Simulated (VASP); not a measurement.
# Al2O3 (P-6m2) in VASP: further runs, part 2 of 2

VASP 6.6.1. The steps go on from the part before.

### 4 Relaxation of cell and atoms, LDA

File INCAR:

```
SYSTEM = Al2O3
ALGO     = Normal         ! electronic algorithm
EDIFF    = 1E-6           ! SCF threshold, eV
EDIFFG   = -0.01          ! ionic threshold
ENCUT    = 600            ! plane-wave cutoff, eV
IBRION   = 2              ! ionic algorithm
ISIF     = 3              ! what is computed and relaxed
ISMEAR   = -1             ! smearing method
LASPH    = .True.         ! aspherical terms in the spheres
LCHARG   = .False.        ! write CHGCAR
LREAL    = .False.        ! projectors in reciprocal space
LWAVE    = .False.        ! write WAVECAR
NELM     = 60             ! most SCF steps
NSW      = 60             ! ionic steps
PREC     = Accurate       ! precision mode
SIGMA    = 0.05           ! smearing width, eV
```

File KPOINTS:

```
k-points
0
Gamma
  11 11 3
  0 0 0
```

File POSCAR:

```
Al2O3
1.0
    2.8843249483      0.0000000000      0.0000000000
   -1.4421624742      2.4978986780      0.0000000000
    0.0000000000      0.0000000000      9.3367544600
Al O
2 3
Direct
    0.0000000000      0.0000000000      0.8500076700
    0.0000000000      0.0000000000      0.1499923300
    0.3333333333      0.6666666667      0.7776830800
    0.6666666667      0.3333333333      0.0000000000
    0.3333333333      0.6666666667      0.2223169200
```

Potentials or basis: VASP PAW LDA potentials, release 64 (Al, O).

On the command line:

```bash
cat potpaw_LDA.64/Al/POTCAR potpaw_LDA.64/O/POTCAR > POTCAR
mpirun -np 1 vasp_std > vasp.out
```

Wall time 5.2 min (1 thread of Intel Xeon 6975P-C (Granite Rapids), shared host); peak memory 0.19 GiB.

Results (log left out):

* Free energy: -40.2118 eV
* Relaxed volume: 10.21 Å³/atom
* Relaxed cell: a = 2.843 Å, b = 2.843 Å, c = 7.292 Å, α = 90.00°, β = 90.00°, γ = 120.00°
* Space group after relaxing (to 0.05 Å): P-6m2 (No. 187)
* Energy gained by relaxing: 21.8 meV/atom
* Ionic steps: 42
* Pressure after relaxing: -0.1 GPa
* Largest force after relaxing: 0.008 eV/Å
* Band gap on the k mesh: 4.75 eV, indirect (least direct gap 4.91 eV)

Forces on the atoms (eV/Å):
```
Al   0.000  0.000  0.008
Al   0.000  0.000 -0.008
O    0.000  0.000  0.005
O    0.000  0.000  0.000
O    0.000  0.000 -0.005
```

The path:
| step | energy change (eV) | largest force (eV/Å) | pressure (GPa) | volume (Å³) |
| --- | --- | --- | --- | --- |
| 1 | 0.0000 | 0.5015 | -6.61 | 67.27 |
| 3 | -0.0602 | 0.3680 | -0.42 | 64.80 |
| 5 | -0.0652 | 0.0219 | -0.11 | 64.45 |
| 7 | -0.0653 | 0.0424 | 0.13 | 64.32 |
| 9 | -0.0654 | 0.0450 | 0.09 | 64.27 |
| 11 | -0.0655 | 0.0765 | -0.07 | 64.02 |
| 13 | -0.0657 | 0.0510 | -0.02 | 64.10 |
| 15 | -0.0662 | 0.0556 | -0.10 | 63.95 |
| 17 | -0.0680 | 0.0741 | -0.36 | 63.35 |
| 19 | -0.0707 | 0.3034 | -1.31 | 60.91 |
| 21 | -0.0711 | 0.3063 | -1.34 | 60.78 |
| 23 | -0.0728 | 0.3124 | -1.45 | 60.18 |
| 25 | -0.0805 | 0.3212 | -1.64 | 57.77 |
| 27 | -0.0463 | 0.3276 | 1.57 | 48.11 |
| 29 | -0.0825 | 0.4630 | 0.99 | 50.95 |
| 31 | -0.0807 | 0.4671 | 1.11 | 50.65 |
| 33 | -0.0820 | 0.4099 | 0.92 | 50.04 |
| 35 | -0.0916 | 0.3123 | 0.54 | 50.27 |
| 37 | -0.1076 | 0.1391 | -1.02 | 51.26 |
| 39 | -0.1087 | 0.0298 | -0.32 | 51.06 |
| 41 | -0.1088 | 0.0124 | -0.04 | 51.02 |
| 42 | -0.1088 | 0.0081 | -0.08 | 51.03 |

Final structure:
```cif
data_structure
_symmetry_space_group_name_H-M 'P 1'
_symmetry_Int_Tables_number 1
_cell_length_a 2.8427
_cell_length_b 2.8427
_cell_length_c 7.2916
_cell_angle_alpha 90.000
_cell_angle_beta 90.000
_cell_angle_gamma 120.000
_cell_volume 51.03
loop_
_atom_site_label
_atom_site_type_symbol
_atom_site_fract_x
_atom_site_fract_y
_atom_site_fract_z
_atom_site_occupancy
Al1 Al 0.00000 0.00000 0.81158 1
Al2 Al 0.00000 0.00000 0.18842 1
O1 O 0.33333 0.66667 0.72010 1
O2 O 0.66667 0.33333 0.00000 1
O3 O 0.33333 0.66667 0.27990 1
```

Levels at points of the mesh, in eV from the valence-band top:
```csv
k point,band 9,band 10,band 11,band 12,band 13,band 14,band 15,band 16
"(0.00, 0.00, 0.00)",-1.45,-0.83,-0.83,-0.17,4.75,7.54,8.56,11.39
```

Caveat: the volume moved by over 15 % at a fixed basis, so the end points are rough.

### 5 Relaxation of cell and atoms, PBEsol

File INCAR:

```
SYSTEM = Al2O3
  PREC = Accurate
  ENCUT = 600
  EDIFF = 1E-6
  ISMEAR = -1
  SIGMA = 0.05
  LREAL = .False.
  LASPH = .True.
  NELM = 100
  ALGO = Normal
  ISIF = 3
  LWAVE = .False.
  LCHARG = .False.
  GGA = PS
  IBRION = 2
  NSW = 60
  EDIFFG = -0.01
```

File KPOINTS:

```
Automatic mesh
0
Gamma
  11 11 3
  0 0 0
```

POSCAR is that of step 4.

Potentials or basis: VASP PAW PBE potentials, release 64 (Al, O).

On the command line:

```bash
cat potpaw_PBE.64/Al/POTCAR potpaw_PBE.64/O/POTCAR > POTCAR
mpirun -np 1 vasp_std > vasp.out
```

Wall time 4.8 min (1 thread of Intel Xeon 6975P-C (Granite Rapids), shared host); peak memory 0.22 GiB.

It converged, with:

```yaml
Free_energy: -38.1717 eV
Relaxed_volume: 11.12 Å³/atom
Relaxed_cell: a = 2.864 Å, b = 2.864 Å, c = 7.827 Å, α = 90.00°, β = 90.00°, γ = 120.00°
Space_group_after_relaxing_to_0.05_Å: P-6m2 (No. 187)
Energy_gained_by_relaxing: 6.4 meV/atom
Ionic_steps: 34
Pressure_after_relaxing: 0.0 GPa
Largest_force_after_relaxing: 0.008 eV/Å
Band_gap_on_the_k_mesh: 4.71 eV, indirect (least direct gap 4.91 eV)
```

Forces on the atoms (eV/Å):
```
Al   0.000  0.000  0.008
Al   0.000  0.000 -0.008
O    0.000  0.000  0.002
O    0.000  0.000  0.000
O    0.000  0.000 -0.002
```

Step by step:
| step | energy change (eV) | largest force (eV/Å) | pressure (GPa) | volume (Å³) |
| --- | --- | --- | --- | --- |
| 1 | 0.0000 | 0.1463 | -2.92 | 67.27 |
| 2 | -0.0011 | 0.3400 | 2.87 | 64.91 |
| 3 | -0.0123 | 0.1655 | -0.05 | 66.05 |
| 4 | -0.0126 | 0.1617 | -0.02 | 65.84 |
| 5 | -0.0133 | 0.0157 | -0.04 | 65.93 |
| 6 | -0.0134 | 0.0173 | -0.02 | 65.90 |
| 7 | -0.0135 | 0.0191 | 0.03 | 65.82 |
| 8 | -0.0137 | 0.0216 | 0.13 | 65.66 |
| 9 | -0.0140 | 0.0265 | 0.33 | 65.32 |
| 10 | -0.0143 | 0.0399 | 0.76 | 64.67 |
| 11 | -0.0143 | 0.0402 | 0.75 | 64.66 |
| 12 | -0.0143 | 0.0409 | 0.75 | 64.66 |
| 13 | -0.0143 | 0.0388 | 0.75 | 64.64 |
| 14 | -0.0144 | 0.0384 | 0.75 | 64.61 |
| 15 | -0.0145 | 0.0355 | 0.75 | 64.54 |
| 16 | -0.0148 | 0.0291 | 0.75 | 64.42 |
| 17 | -0.0152 | 0.0196 | 0.74 | 64.16 |
| 18 | -0.0161 | 0.0443 | 0.75 | 63.65 |
| 19 | -0.0177 | 0.0956 | 0.79 | 62.63 |
| 20 | -0.0199 | 0.2053 | 0.97 | 60.59 |
| 21 | -0.0183 | 0.4574 | 1.94 | 56.54 |
| 22 | -0.0201 | 0.3279 | 1.54 | 58.78 |
| 23 | -0.0210 | 0.3204 | 1.45 | 58.55 |
| 24 | -0.0232 | 0.3021 | 1.23 | 57.84 |
| 25 | -0.0265 | 0.2734 | 0.83 | 56.44 |
| 26 | -0.0266 | 0.2474 | 0.41 | 53.61 |
| 27 | -0.0278 | 0.2770 | 0.78 | 55.25 |
| 28 | -0.0279 | 0.2673 | 0.64 | 54.58 |
| 29 | -0.0296 | 0.1883 | 0.63 | 54.77 |
| 30 | -0.0317 | 0.0488 | 0.60 | 55.34 |
| 31 | -0.0321 | 0.0291 | 0.23 | 55.49 |
| 32 | -0.0321 | 0.0147 | -0.04 | 55.59 |
| 33 | -0.0321 | 0.0140 | -0.05 | 55.60 |
| 34 | -0.0322 | 0.0077 | -0.04 | 55.59 |

Final structure:
```yaml
crystal:
  lattice:
    - [2.86377, 0.00000, 0.00000]
    - [-1.43189, 2.48010, 0.00000]
    - [0.00000, 0.00000, 7.82728]
  atoms:
    - { symbol: Al, position: [0.00000, 0.00000, 0.82278] }
    - { symbol: Al, position: [0.00000, 0.00000, 0.17722] }
    - { symbol: O, position: [0.33333, 0.66667, 0.73634] }
    - { symbol: O, position: [0.66667, 0.33333, 0.00000] }
    - { symbol: O, position: [0.33333, 0.66667, 0.26366] }
```

Levels at points of the mesh, in eV from the valence-band top:
| k point | band 9 | band 10 | band 11 | band 12 | band 13 | band 14 | band 15 | band 16 |
| --- | --- | --- | --- | --- | --- | --- | --- | --- |
| (0.00, 0.00, 0.00) | -1.31 | -0.67 | -0.67 | -0.20 | 4.71 | 7.56 | 8.26 | 10.70 |

Caveat: the volume moved by over 15 % at a fixed basis, so the end points are rough; the PAW data sets were made with another functional, which shifts forces and pressure a little. A k mesh can miss the band edges.

### 6 The runs side by side

| task | level | potentials or basis | cell | cutoff (eV) | gap on the mesh (eV) | pressure (GPa) | relaxed volume (Å³/atom) | largest force (eV/Å) |
| --- | --- | --- | --- | --- | --- | --- | --- | --- |
| single point | PBEsol | VASP PAW PBE potentials, release 64 (Al, O) | a = 2.884, b = 2.884, c = 9.337 Å, angles 90.0, 90.0, 120.0°, 5 atoms | 520 | 4.74 | -2.8 | - | 0.14 |
| single point | r2SCAN | VASP PAW PBE potentials, release 64 (Al, O) | a = 2.856, b = 2.856, c = 7.662 Å, angles 90.0, 90.0, 120.0°, 5 atoms | 520 | 5.63 | 0.1 | - | 0.04 |
| relaxation of cell and atoms | LDA | VASP PAW LDA potentials, release 64 (Al, O) | relaxed from a = 2.884, b = 2.884, c = 9.337 Å, angles 90.0, 90.0, 120.0°, 5 atoms | 600 | 4.75 | -0.1 | 10.21 | 0.01 |
| relaxation of cell and atoms | PBEsol | VASP PAW PBE potentials, release 64 (Al, O) | relaxed from a = 2.884, b = 2.884, c = 9.337 Å, angles 90.0, 90.0, 120.0°, 5 atoms | 600 | 4.71 | 0.0 | 11.12 | 0.01 |

Alike in all rows: no spin polarisation; k mesh 11 × 11 × 3; smearing fermi-dirac 0.05 eV.

Caveats: the PAW data sets were made with another functional, which shifts forces and pressure a little (some runs); the volume moved by over 15 % at a fixed basis, so the end points are rough (some runs).

Total energies depend on the potentials used, so only differences within one code and one set of settings carry meaning.
